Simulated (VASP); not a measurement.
# Al2BN3 (P3m1) in VASP: further runs

The runs below take Al2BN3 through relaxation of cell and atoms, single point, with PBE.

All numbers are computed with VASP 6.6.1; they aren't measurements. Logs are shortened: lines on timing, memory, paths and dates and some standing lists are left out, and cuts for length are marked.

## Step 1: The cell of the first run

It takes space group P3m1 (No. 156, trigonal). Conventional cell: a = 3.190 Å, b = 3.190 Å, c = 15.845 Å, α = 90.00°, β = 90.00°, γ = 120.00°. Al (site symmetry 3m) has 4 N at 1.96 to 1.98 Å within 2.6 Å. Within 2.6 Å of Al (site symmetry 3m) lie 4 N at 1.96 to 1.98 Å. Al (site symmetry 3m) has 4 N at 1.96 to 1.98 Å within 2.6 Å. Within 2.6 Å of Al (site symmetry 3m) lie 4 N at 1.96 to 1.98 Å. B (site symmetry 3m) has 4 N at 1.96 to 1.98 Å within 2.6 Å. B (site symmetry 3m) has 4 N at 1.96 to 1.98 Å within 2.6 Å. Within 2.6 Å of N (site symmetry 3m) lie 3 Al at 1.96 Å and 1 B at 1.98 Å. Within 2.6 Å of N (site symmetry 3m) lie 3 Al at 1.96 Å and 1 B at 1.98 Å.

## Step 2: Relaxation of cell and atoms, PBE

The input, INCAR:

```
SYSTEM = Al2BN3
  ALGO = Normal
  EDIFF = 1E-7
  EDIFFG = -0.04
  ENCUT = 600
  GGA = PE
  IBRION = 2
  ISIF = 3
  ISMEAR = 0
  LASPH = .TRUE.
  LCHARG = .FALSE.
  LREAL = .FALSE.
  LWAVE = .FALSE.
  NELM = 80
  NSW = 90
  PREC = Accurate
  SIGMA = 0.1
```

The input, KPOINTS:

```
k-points
0
G
  6 6 1
  0 0 0
```

The input, POSCAR:

```
Al2BN3
1.0
    3.1898548300      0.0000000000      0.0000000000
   -1.5949274200      2.7624953200      0.0000000000
    0.0000000000      0.0000000000     15.8448738300
Al B N
4 2 6
Direct
    0.6666666700      0.3333333300      0.6666666700
    0.3333333300      0.6666666700      0.1666666700
    0.3333333300      0.6666666700      0.5000000000
    0.3333333300      0.6666666700      0.8333333300
    0.6666666700      0.3333333300      0.0000000000
    0.6666666700      0.3333333300      0.3333333300
    0.6666666700      0.3333333300      0.1250000000
    0.6666666700      0.3333333300      0.4583333300
    0.6666666700      0.3333333300      0.7916666700
    0.3333333300      0.6666666700      0.2916666700
    0.3333333300      0.6666666700      0.6250000000
    0.3333333300      0.6666666700      0.9583333300
```

Potentials or basis: VASP PAW PBE potentials, release 64 (Al, B, N).

Started as:

```bash
$ cat potpaw_PBE.64/Al/POTCAR potpaw_PBE.64/B/POTCAR potpaw_PBE.64/N/POTCAR > POTCAR
$ mpirun -np 1 vasp_std > vasp.out
```

OUTCAR:

```text
SYSTEM = Al2BN3
   EDIFF = 1E-7
   EDIFFG = -0.04
   ENCUT = 600
   GGA = PE
   IBRION = 2
   ISIF = 3
   ISMEAR = 0
   LASPH = .TRUE.
   LREAL = .FALSE.
   NELM = 80
   NSW = 90
   PREC = Accurate

 ion  position               nearest neighbor table
   1  0.667  0.333  0.667-  11 1.96  11 1.96  11 1.96   9 1.98   4 3.22   4 3.22   4 3.22   3 3.22
                             3 3.22   3 3.22
   2  0.333  0.667  0.167-   7 1.96   7 1.96   7 1.96  10 1.98
   3  0.333  0.667  0.500-   8 1.96   8 1.96   8 1.96  11 1.98   1 3.22   1 3.22   1 3.22
   4  0.333  0.667  0.833-   9 1.96   9 1.96   9 1.96  12 1.98   1 3.22   1 3.22   1 3.22
   5  0.667  0.333  0.000-  12 1.96  12 1.96  12 1.96
   6  0.667  0.333  0.333-  10 1.96  10 1.96  10 1.96
   7  0.667  0.333  0.125-   2 1.96   2 1.96   2 1.96
   8  0.667  0.333  0.458-   3 1.96   3 1.96   3 1.96
   9  0.667  0.333  0.792-   4 1.96   4 1.96   4 1.96   1 1.98
  10  0.333  0.667  0.292-   6 1.96   6 1.96   6 1.96   2 1.98
  11  0.333  0.667  0.625-   1 1.96   1 1.96   1 1.96   3 1.98
  12  0.333  0.667  0.958-   5 1.96   5 1.96   5 1.96   4 1.98

  LATTYP: Found a hexagonal cell.
 ALAT       =     3.1898548300
 C/A-ratio  =     4.9672711375

  Lattice vectors:

 A1 = (   3.1898548300,   0.0000000000,   0.0000000000)
 A2 = (  -1.5949274200,   2.7624953200,   0.0000000000)
 A3 = (   0.0000000000,   0.0000000000,  15.8448738300)

Analysis of symmetry for initial positions (statically):
=====================================================================
 Subroutine PRICEL returns:
 Original cell was already a primitive cell.

 Routine SETGRP: Setting up the symmetry group for a
 hexagonal supercell.

 Subroutine GETGRP returns: Found  6 space group operations
 (whereof  6 operations were pure point group operations)
 out of a pool of 24 trial point group operations.

The static configuration has the point symmetry C_3v.

Analysis of symmetry for dynamics (positions and initial velocities):
=====================================================================
 Subroutine PRICEL returns:
 Original cell was already a primitive cell.

 Routine SETGRP: Setting up the symmetry group for a
 hexagonal supercell.

 Subroutine GETGRP returns: Found  6 space group operations
 (whereof  6 operations were pure point group operations)
 out of a pool of 24 trial point group operations.

The dynamic configuration has the point symmetry C_3v.

 Subroutine INISYM returns: Found  6 space group operations
 (whereof  6 operations are pure point group operations),
 and found     1 'primitive' translations

----------------------------------------------------------------------------------------

                                     Primitive cell

  volume of cell :     139.6244

  direct lattice vectors                    reciprocal lattice vectors
     3.189854830  0.000000000  0.000000000     0.313493890  0.180995782  0.000000000
    -1.594927420  2.762495320  0.000000000     0.000000000  0.361991563  0.000000000
     0.000000000  0.000000000 15.844873830     0.000000000  0.000000000  0.063111894

  length of vectors
     3.189854830  3.189854835 15.844873830     0.361991564  0.361991563  0.063111894

  position of ions in fractional coordinates (direct lattice)
     0.666666670  0.333333330  0.666666670
     0.333333330  0.666666670  0.166666670
     0.333333330  0.666666670  0.500000000
     0.333333330  0.666666670  0.833333330
     0.666666670  0.333333330  0.000000000
     0.666666670  0.333333330  0.333333330
     0.666666670  0.333333330  0.125000000
     0.666666670  0.333333330  0.458333330
     0.666666670  0.333333330  0.791666670
     0.333333330  0.666666670  0.291666670
     0.333333330  0.666666670  0.625000000
     0.333333330  0.666666670  0.958333330

  ion indices of the primitive-cell ions
   primitive index   ion index
                 1           1
                 2           2
                 3           3
                 4           4
                 5           5
                 6           6
                 7           7
                 8           8
                 9           9
                10          10
                11          11
                12          12

----------------------------------------------------------------------------------------

 KPOINTS: k-points

Automatic generation of k-mesh.
 Grid dimensions read from file:
 generate k-points for:    6    6    1

 Generating k-lattice:

  Cartesian coordinates                     Fractional coordinates (reciprocal lattice)
     0.052248982  0.030165964  0.000000000     0.166666667 -0.000000000  0.000000000
     0.000000000  0.060331927  0.000000000     0.000000000  0.166666667  0.000000000
     0.000000000  0.000000000  0.063111894     0.000000000  0.000000000  1.000000000

  Length of vectors
     0.060331927  0.060331927  0.063111894

  Shift w.r.t. Gamma in fractional coordinates (k-lattice)
     0.000000000  0.000000000  0.000000000

 Subroutine IBZKPT returns following result:
 ===========================================

 Found      7 irreducible k-points:

 Following reciprocal coordinates:
            Coordinates               Weight
  0.000000  0.000000  0.000000      1.000000
  0.166667  0.000000  0.000000      6.000000
  0.333333 -0.000000  0.000000      6.000000
  0.500000  0.000000  0.000000      3.000000
  0.166667  0.166667  0.000000      6.000000
  0.333333  0.166667  0.000000     12.000000
  0.333333  0.333333  0.000000      2.000000
   k-points           NKPTS =      7   k-points in BZ     NKDIM =      7   number of bands    NBANDS=     31
   number of dos      NEDOS =    301   number of ions     NIONS =     12
   total plane-waves  NPLWV = 100352
   dimension x,y,z NGX =    28 NGY =   28 NGZ =  128
   dimension x,y,z NGXF=    56 NGYF=   56 NGZF=  256
   ions per type =               4   2   6
   NGX,Y,Z   is equivalent  to a cutoff of  14.59, 14.59, 13.43 a.u.
   NGXF,Y,Z  is equivalent  to a cutoff of  29.19, 29.19, 26.86 a.u.
 SYSTEM =  Al2BN3
   PREC   = accura    normal or accurate (medium, high low for compatibility)
   ISTART =      0    job   : 0-new  1-cont  2-samecut
   ICHARG =      2    charge: 1-file 2-atom 10-const
   ISPIN  =      1    spin polarized calculation?
   LNONCOLLINEAR =      F non collinear calculations
   LSORBIT =      F    spin-orbit coupling
   LASPH  =      T    aspherical Exc in radial PAW
   ENCUT  =  600.0 eV  44.10 Ry    6.64 a.u.   6.37  6.37 31.65*2*pi/ulx,y,z
   NELM   =     80;   NELMIN=  2; NELMDL= -5     # of ELM steps
   EDIFF  = 0.1E-06   stopping-criterion for ELM
   LREAL  =      F    real-space projection
   EDIFFG = -.4E-01   stopping-criterion for IOM
   NSW    =     90    number of steps for IOM
   IBRION =      2    ionic relax: 0-MD 1-quasi-New 2-CG
   NFREE  =      1    steps in history (QN), initial steepest desc. (CG)
   ISIF   =      3    stress and relaxation
   ISYM   =      2    0-nonsym 1-usesym 2-fastsym
   POTIM  = 0.5000    time-step for ionic-motion
   TEBEG  =    0.0;   TEEND  =   0.0 temperature during run
   PSTRESS=    0.0 pullay stress
   NELECT =      48.0000    total number of electrons
   NUPDOWN=      -1.0000    fix difference up-down
   EMIN   =  10.00;   EMAX   =-10.00  energy-range for DOS
   EFERMI =   0.00;   METHOD = LEGACY
   ISMEAR =     0;   SIGMA  =   0.10  broadening in eV -4-tet -1-fermi 0-gaus
   EFERMI_NEDOS =   21; number of points for ismear=-14 and -15
   IALGO  =     38    algorithm
   IMIX   =      4    mixing-type and parameters
     AMIX     =   0.40;   BMIX     =  1.00
     AMIX_MAG =   1.60;   BMIX_MAG =  1.00
  volume/ion in A,a.u.               =      11.64        78.52
  Fermi-wavevector in a.u.,A,eV,Ry     =   1.146836  2.167207 17.894843  1.315234
  Thomas-Fermi vector in A             =   2.283519
   LORBIT       =      0    0 simple, 1 ext, 2 COOP (PROOUT), +10 PAW based schemes
   GGA     = PE    functional components
   LHFCALC =     F    Hartree Fock is set to
   AEXX    =    0.0000 exact exchange contribution
   IVDW    =     0    specifies the selected vdW correction
   LEPSILON=     F    determine dielectric tensor
   LRPA    =     F    only Hartree local field effects (RPA)
 conjugate gradient relaxation of ions
 non-spin polarized calculation
 Gauss-broadening in eV      SIGMA  =   0.10
  energy-cutoff  :      600.00
  volume of cell :      139.62
 maximum number of plane-waves:      4703
 NGX is ok and might be reduce to    28
   NGX = 13   NGY = 13   NGZ = 63

--------------------------------------- Ionic step        1  -------------------------------------------

 number of electron      47.9999998 magnetization

 Free energy of the ion-electron system (eV)
  ---------------------------------------------------
  ext. energy  EPLUGINS =         0.00000000
  ---------------------------------------------------
  free energy    TOTEN  =       -85.71987388 eV

  energy without entropy =      -85.71987388  energy(sigma->0) =      -85.71987388

------------------------ aborting loop because EDIFF is reached ----------------------------------------

  FORCE on cell =-STRESS in cart. coord.  units (eV):
  Direction    XX          YY          ZZ          XY          YZ          ZX
  --------------------------------------------------------------------------------------
  -------------------------------------------------------------------------------------
  Total      -25.9955101    -25.9955101    -30.5122084      0.0000000     -0.0000000      0.0000000
  in kB     -298.2961654   -298.2961660   -350.1248765      0.0000005     -0.0000000      0.0000000
  external PRESSURE =    -315.5724026 kB  Pullay stress =       0.0000000 kB
[... 119 lines left out ...]
  FREE ENERGIE OF THE ION-ELECTRON SYSTEM (eV)
  ---------------------------------------------------
  free  energy   TOTEN  =       -89.8389037463 eV

  energy  without entropy=      -89.8389037463  energy(sigma->0) =      -89.83890375

[... ionic steps 4 to 13 ...]

--------------------------------------- Ionic step       14  -------------------------------------------

 number of electron      47.9999999 magnetization

------------------------ aborting loop because EDIFF is reached ----------------------------------------

  FORCE on cell =-STRESS in cart. coord.  units (eV):
  Direction    XX          YY          ZZ          XY          YZ          ZX
  --------------------------------------------------------------------------------------
  -------------------------------------------------------------------------------------
  Total       -0.1675344     -0.1675344     -0.6190806      0.0000000      0.0000000      0.0000000
  in kB       -2.4422184     -2.4422184     -9.0245926      0.0000000      0.0000000      0.0000000
  external PRESSURE =      -4.6363431 kB  Pullay stress =       0.0000000 kB
[... 77 lines left out ...]
  energy  without entropy=      -90.8898238742  energy(sigma->0) =      -90.88982387

--------------------------------------- Ionic step       16  -------------------------------------------

 number of electron      47.9999999 magnetization

 Free energy of the ion-electron system (eV)
  ---------------------------------------------------
  ext. energy  EPLUGINS =         0.00000000
  ---------------------------------------------------
  free energy    TOTEN  =       -90.89003197 eV

  energy without entropy =      -90.89003197  energy(sigma->0) =      -90.89003197

 E-fermi :   6.7634     XC(G=0): -11.2647

 val. band max:        6.3285691121   @ k =   0.0000   0.0000   0.0000
 cond. band min:      10.6708799068   @ k =   0.0000   0.0000   0.0000
 fundamental gap:      4.3423107947
 Fermi energy:         6.7634316322

 k-point     1 :       0.0000    0.0000    0.0000
  band No.  band energies     occupation
      1     -10.3825      2.00000
      2     -10.0423      2.00000
      3      -9.2658      2.00000
      4      -8.3528      2.00000
      5      -8.0914      2.00000
      6      -7.3385      2.00000
[... 266 lines left out ...]
  FREE ENERGIE OF THE ION-ELECTRON SYSTEM (eV)
  ---------------------------------------------------
  free  energy   TOTEN  =       -90.8900319660 eV

  energy  without entropy=      -90.8900319660  energy(sigma->0) =      -90.89003197

 reached required accuracy - stopping structural energy minimisation
```

Run time: 11 min. Hardware: 1 thread of Intel Xeon Platinum 8375C at 2.90GHz (Ice Lake), shared host; peak memory 0.32 GiB.

What came out:

```
Free energy                           : -90.8900 eV
Relaxed volume                        : 9.14 Å³/atom
Relaxed cell                          : a = 2.966 Å, b = 2.966 Å, c = 14.401 Å, α = 90.00°, β = 90.00°, γ = 120.00°
Space group after relaxing (to 0.1 Å) : P3m1 (No. 156)
Energy gained by relaxing             : 430.8 meV/atom
Ionic steps                           : 16
Pressure after relaxing               : 0.0 GPa
Largest force after relaxing          : 0.039 eV/Å
Band gap on the k mesh                : 4.34 eV
```

Forces in eV/Å, atoms in the order of the input:
```
Al   0.000  0.000 -0.017
Al   0.000  0.000  0.015
Al   0.000  0.000 -0.010
Al   0.000  0.000  0.025
B    0.000  0.000 -0.018
B    0.000  0.000 -0.039
N    0.000  0.000 -0.017
N    0.000  0.000  0.020
N    0.000  0.000 -0.004
N    0.000  0.000  0.007
N    0.000  0.000  0.012
N    0.000  0.000  0.026
```

The path:
| step | energy change (eV) | largest force (eV/Å) | pressure (GPa) | volume (Å³) |
| --- | --- | --- | --- | --- |
| 1 | 0.0000 | 2.1001 | -31.56 | 139.62 |
| 2 | -3.2806 | 3.1610 | 32.61 | 98.23 |
| 3 | -4.1190 | 2.9368 | 3.77 | 108.72 |
| 4 | -4.7881 | 1.7026 | 6.47 | 107.05 |
| 5 | -4.8278 | 1.5566 | 5.39 | 107.35 |
| 6 | -5.0167 | 0.8217 | -2.75 | 111.39 |
| 7 | -5.0193 | 0.8377 | -1.99 | 110.96 |
| 8 | -5.0982 | 0.5380 | -1.44 | 110.50 |
| 9 | -5.1024 | 0.5861 | -1.23 | 110.36 |
| 10 | -5.1513 | 0.5043 | 1.57 | 108.97 |
| 11 | -5.1513 | 0.5061 | 1.67 | 108.92 |
| 12 | -5.1646 | 0.3790 | 0.00 | 109.64 |
| 13 | -5.1677 | 0.1998 | 0.49 | 109.42 |
| 14 | -5.1694 | 0.0917 | -0.46 | 109.91 |
| 15 | -5.1699 | 0.0509 | -0.14 | 109.74 |
| 16 | -5.1702 | 0.0385 | 0.04 | 109.68 |

Final structure:
```
Al B N
1.0
     2.96551    0.00000    0.00000
    -1.48275    2.56821    0.00000
     0.00000    0.00000   14.40100
Al B N
4 2 6
Cartesian
  1.4828 0.8561 9.5764
  0.0000 1.7121 2.3741
  0.0000 1.7121 6.9993
  0.0000 1.7121 12.1497
  1.4828 0.8561 0.1858
  1.4828 0.8561 4.8110
  1.4828 0.8561 1.7068
  1.4828 0.8561 6.3307
  1.4828 0.8561 11.4565
  0.0000 1.7121 4.2799
  0.0000 1.7121 8.8796
  0.0000 1.7121 14.0560
```

Caveat: the volume moved by over 15 % at a fixed basis, so the end points are rough; an odd mesh through Γ misses points on the zone boundary, where band edges can lie.

## Step 3: Single point, PBE

This run uses another cell than the first one, of 9.16 Å³/atom.

The input, INCAR:

```
  PREC = Accurate
  ENCUT = 520
  EDIFF = 1E-6
  ISMEAR = 0
  SIGMA = 0.02
  LREAL = False
  LASPH = True
  NELM = 60
  ALGO = Normal
  ISIF = 2
  LWAVE = False
  LCHARG = False
  GGA = PE
  NBANDS = 36
```

The input, KPOINTS:

```
regular mesh
0
Gamma
  12 12 2
```

The input, POSCAR:

```
Al2BN3
1.0
    2.9674732500      0.0000000000      0.0000000000
   -1.4837366250      2.5699072195      0.0000000000
    0.0000000000      0.0000000000     14.4061544027
Al B N
4 2 6
Direct
    0.6666666667      0.3333333333      0.6649348361
    0.3333333333      0.6666666667      0.1648251082
    0.3333333333      0.6666666667      0.4859007414
    0.3333333333      0.6666666667      0.8438124053
    0.6666666667      0.3333333333      0.0129975823
    0.6666666667      0.3333333333      0.3340025637
    0.6666666667      0.3333333333      0.1184909714
    0.6666666667      0.3333333333      0.4394996053
    0.6666666667      0.3333333333      0.7955912703
    0.3333333333      0.6666666667      0.2971742245
    0.3333333333      0.6666666667      0.6165533159
    0.3333333333      0.6666666667      0.9762173754
```

Potentials or basis: VASP PAW PBE potentials, release 64 (Al, B, N).

Started as:

```bash
$ cat potpaw_PBE.64/Al/POTCAR potpaw_PBE.64/B/POTCAR potpaw_PBE.64/N/POTCAR > POTCAR
$ mpirun -np 1 vasp_std > vasp.out
```

OUTCAR:

```text
PREC = Accurate
   ENCUT = 520
   EDIFF = 1E-6
   ISMEAR = 0
   LREAL = False
   LASPH = True
   NELM = 60
   ISIF = 2
   GGA = PE

 ion  position               nearest neighbor table
   1  0.667  0.333  0.665-  11 1.85  11 1.85  11 1.85   9 1.88   4 3.09   4 3.09   4 3.09   3 3.10
                             3 3.10   3 3.10
   2  0.333  0.667  0.165-   7 1.84   7 1.84   7 1.84  10 1.91
   3  0.333  0.667  0.486-   8 1.84   8 1.84   8 1.84  11 1.88   1 3.10   1 3.10   1 3.10
   4  0.333  0.667  0.844-   9 1.85   9 1.85   9 1.85  12 1.91   1 3.09   1 3.09   1 3.09
[... 1169 lines left out ...]
 VOLUME and BASIS-vectors are now :
 -----------------------------------------------------------------------------
  energy-cutoff  :      520.00
  volume of cell :      109.86
      direct lattice vectors                 reciprocal lattice vectors
     2.967473250  0.000000000  0.000000000     0.336987031  0.194559553  0.000000000
    -1.483736625  2.569907220  0.000000000     0.000000000  0.389119106  0.000000000
     0.000000000  0.000000000 14.406154403     0.000000000  0.000000000  0.069414777

 POSITION                                       TOTAL-FORCE (eV/Angst)
 -----------------------------------------------------------------------------------
      1.48374      0.85664      9.57915        -0.000000     -0.000000     -0.001765
     -0.00000      1.71327      2.37450        -0.000000     -0.000000      0.007902
     -0.00000      1.71327      6.99996         0.000000     -0.000000      0.007176
     -0.00000      1.71327     12.15609        -0.000000     -0.000000     -0.002550
      1.48374      0.85664      0.18725         0.000000     -0.000000     -0.028793
      1.48374      0.85664      4.81169         0.000000     -0.000000     -0.024758
      1.48374      0.85664      1.70700        -0.000000     -0.000000      0.029599
      1.48374      0.85664      6.33150        -0.000000      0.000000      0.027609
      1.48374      0.85664     11.46141        -0.000000      0.000000      0.003227
     -0.00000      1.71327      4.28114         0.000000     -0.000000     -0.011767
     -0.00000      1.71327      8.88216         0.000000     -0.000000      0.002819
     -0.00000      1.71327     14.06354        -0.000000      0.000000     -0.008699
 -----------------------------------------------------------------------------------
    total drift:                                0.000000      0.000000     -0.000697

  FREE ENERGIE OF THE ION-ELECTRON SYSTEM (eV)
  ---------------------------------------------------
  free  energy   TOTEN  =       -90.8430670391 eV

  energy  without entropy=      -90.8430670391  energy(sigma->0) =      -90.84306704
```

Run time: 2.4 min. Hardware: 1 thread of Intel Xeon Platinum 8375C at 2.90GHz (Ice Lake), shared host; peak memory 0.29 GiB.

Results:

| Property | Result |
| --- | --- |
| Free energy | -90.8431 eV |
| Pressure | -0.2 GPa |
| Largest force | 0.030 eV/Å |
| Band gap on the k mesh | 4.32 eV |

Forces on the atoms (eV/Å):
```
Al   0.000  0.000 -0.002
Al   0.000  0.000  0.008
Al   0.000  0.000  0.007
Al   0.000  0.000 -0.003
B    0.000  0.000 -0.029
B    0.000  0.000 -0.025
N    0.000  0.000  0.030
N    0.000  0.000  0.028
N    0.000  0.000  0.003
N    0.000  0.000 -0.012
N    0.000  0.000  0.003
N    0.000  0.000 -0.009
```

(Part 1 of 2 ends here.)
